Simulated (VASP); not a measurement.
Set up this calculation in VASP 6.6.1, as the native input.

- Task: single point
- Functional: PBE
- Potentials or basis: VASP PAW PBE potentials, release 64 (Al, Ga_d, P)
- Cutoff: 520 eV
- k mesh: 12 × 12 × 4
- Occupations: fermi-dirac, width 0.02 eV
- Spin: no spin polarisation
- Dipole correction: no
- Further INCAR settings: ALGO = Normal; EDIFF = 1e-07; NBANDS = 26

The structure of Al2GaP3 lies in POSCAR:

```
Al2GaP3
1.0
    3.8947973299      0.0000000000      0.0000000000
   -1.9473986649      3.3729934303      0.0000000000
    0.0000000000      0.0000000000      9.5376664114
Al Ga P
2 1 3
Direct
    0.0000000000      0.0000000000     -0.0001582838
    0.6666666667      0.3333333333      0.6664900381
    0.3333333333      0.6666666667      0.3334573830
    0.6666666667      0.3333333333      0.9167975295
    0.3333333333      0.6666666667      0.5839129495
    0.0000000000      0.0000000000      0.2495003837
```

One way to write it, as run:

INCAR

```
SYSTEM = Al2GaP3
PREC     = Accurate       ! precision mode
ENCUT    = 520            ! plane-wave cutoff, eV
EDIFF    = 1E-7           ! SCF threshold, eV
ISMEAR   = -1             ! smearing method
SIGMA    = 0.02           ! smearing width, eV
LREAL    = .False.        ! projectors in reciprocal space
LASPH    = .True.         ! aspherical terms in the spheres
NELM     = 80             ! most SCF steps
ALGO     = Normal         ! electronic algorithm
ISIF     = 2              ! what is computed and relaxed
LWAVE    = .False.        ! write WAVECAR
LCHARG   = .True.         ! write CHGCAR
GGA      = PE             ! functional
LELF     = .True.         ! ELF
LVHAR    = .True.       
NBANDS   = 26             ! bands
```

KPOINTS

```
Automatic mesh
0
Gamma
  12 12 4
  0 0 0
```

Potentials or basis: VASP PAW PBE potentials, release 64 (Al, Ga_d, P).

The run is started by

```sh
$ cat potpaw_PBE.64/Al/POTCAR potpaw_PBE.64/Ga_d/POTCAR potpaw_PBE.64/P/POTCAR > POTCAR
$ mpirun -np 1 vasp_std > vasp.out
```

It gave:

The pressure is -0.1 GPa and the largest force is 0.006 eV/Å. The band gap on the k mesh is 1.61 eV (least direct gap 1.98 eV).

Run time: 4 min on 1 thread of Intel(R) Xeon(R) Platinum 8259CL CPU @ 2.50GHz (Skylake/Cascade Lake), with other jobs on the host, peak memory 0.37 GiB.
